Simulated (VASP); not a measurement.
Write the native input for VASP 6.6.1 that does the following.

```
Task                   : relaxation of cell and atoms
Functional             : LDA
Potentials or basis    : VASP PAW LDA potentials, release 64 (Ti_sv, Al)
Cutoff                 : 600 eV
k mesh                 : 14 × 14 × 14
Occupations            : gaussian, width 0.1 eV
Spin                   : no spin polarisation
Dipole correction      : no
Further INCAR settings : ALGO = Fast; EDIFF = 1e-07; IBRION = 2; EDIFFG = -0.005; NSW = 100; ISIF = 3
```

The structure of TiAl lies in POSCAR:

```
TiAl
1.0
    3.1790640000      0.0000000000      0.0000000000
    0.0000000000      3.1790640000      0.0000000000
    0.0000000000      0.0000000000      3.1790640000
Ti Al
1 1
Direct
    0.0000000000      0.0000000000      0.0000000000
    0.5000000000      0.5000000000      0.5000000000
```

One way to write it, as run:

INCAR

```
PREC = Accurate
ENCUT = 600
EDIFF = 1E-7
ISMEAR = 0
SIGMA = 0.1
LREAL = False
LASPH = True
NELM = 100
ALGO = Fast
ISIF = 3
LWAVE = False
LCHARG = False
IBRION = 2
NSW = 100
EDIFFG = -0.005
```

KPOINTS

```
Automatic mesh
0
Gamma
  14 14 14
```

Potentials or basis: VASP PAW LDA potentials, release 64 (Ti_sv, Al).

Launch:

```console
$ cat potpaw_LDA.64/Ti_sv/POTCAR potpaw_LDA.64/Al/POTCAR > POTCAR
$ mpirun -np 1 vasp_std > vasp.out
```

Results of the run:

- Relaxed volume: 15.27 Å³/atom
- Relaxed cell: a = 3.126 Å, b = 3.126 Å, c = 3.126 Å, α = 90.00°, β = 90.00°, γ = 90.00°
- Space group after relaxing (to 0.05 Å): Pm-3m (No. 221)
- Energy gained by relaxing: 15.0 meV/atom
- Ionic steps: 3
- Pressure after relaxing: 0.0 GPa

Run time: 2.9 min on 1 thread of Intel(R) Xeon(R) 6975P-C (Granite Rapids), with other jobs on the host, peak memory 0.19 GiB.
